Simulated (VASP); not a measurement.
Here is a VASP 6.6.1 calculation.

The input POSCAR:

```
Li
1.0
   -1.6908418247      1.6908418247      1.6908418247
    1.6908418247     -1.6908418247      1.6908418247
    1.6908418247      1.6908418247     -1.6908418247
Li
1
Direct
    0.0000000000      0.0000000000      0.0000000000
```

Contents of INCAR.step1:

```
PREC = Accurate
ENCUT = 520
EDIFF = 1E-5
ISMEAR = -1
SIGMA = 0.1
LREAL = False
LASPH = True
NELM = 60
ALGO = Normal
ISIF = 2
LWAVE = True
LCHARG = False
GGA = PE
NBANDS = 8
```

Contents of INCAR.step2:

```
PREC = Accurate
ENCUT = 520
EDIFF = 1E-6
ISMEAR = -1
SIGMA = 0.1
LREAL = False
LASPH = True
NELM = 60
ALGO = Normal
ISIF = 2
LWAVE = False
LCHARG = False
GGA = PE
LHFCALC = True
HFSCREEN = 0.2079
PRECFOCK = Normal
ISTART = 1
NBANDS = 8
```

The input KPOINTS:

```
Automatic mesh
0
Gamma
  6 6 6
```

Potentials or basis: VASP PAW PBE potentials, release 64 (Li_sv).

The run is started by

```bash
$ cat potpaw_PBE.64/Li_sv/POTCAR > POTCAR
$ cp INCAR.step1 INCAR
$ mpirun -np 1 vasp_std > vasp.out
$ cp INCAR.step2 INCAR
$ mpirun -np 1 vasp_std > vasp.out
```

Task: What does it give for the band gap on the k mesh?

Result: Zero (an odd number of electrons rules out a gap without spin polarisation).
